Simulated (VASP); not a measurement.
A run of VASP 6.6.1 is set up as follows.

Contents of INCAR:

```
PREC = Accurate ; ENCUT = 520
EDIFF = 1E-6 ; ISMEAR = 0
SIGMA = 0.1 ; LREAL = False
LASPH = True ; NELM = 100
ALGO = Fast ; ISIF = 2
LWAVE = False ; LCHARG = False
GGA = PE ; NBANDS = 21
```

The input KPOINTS:

```
Automatic mesh
0
Gamma
  8 8 8
```

POSCAR

```
Na2W
1.0
   -1.3568583457      1.3568583457      8.7428438937
    1.3568583457     -1.3568583457      8.7428438937
    1.3568583457      1.3568583457     -8.7428438937
Na W
2 1
Direct
    0.3467775932      0.3467775932      0.0000000000
    0.6532224068      0.6532224068      0.0000000000
    0.0000000000      0.0000000000      0.0000000000
```

Potentials or basis: VASP PAW PBE potentials, release 64 (Na_pv, W_sv).

Launch:

```console
$ cat potpaw_PBE.64/Na_pv/POTCAR potpaw_PBE.64/W_sv/POTCAR > POTCAR
$ mpirun -np 1 vasp_std > vasp.out
```

Problem. Predict the band gap on the k mesh.

Solution. Zero (band 14 reaches 4.72 eV, above the bottom of band 15 at 2.46 eV).

Problem. What does it give for the pressure?

Solution. 0.1 GPa.

Caveat: the k points lie up to 0.41 Å⁻¹ apart; spin-orbit coupling is left out, which moves the levels of the heavy elements.
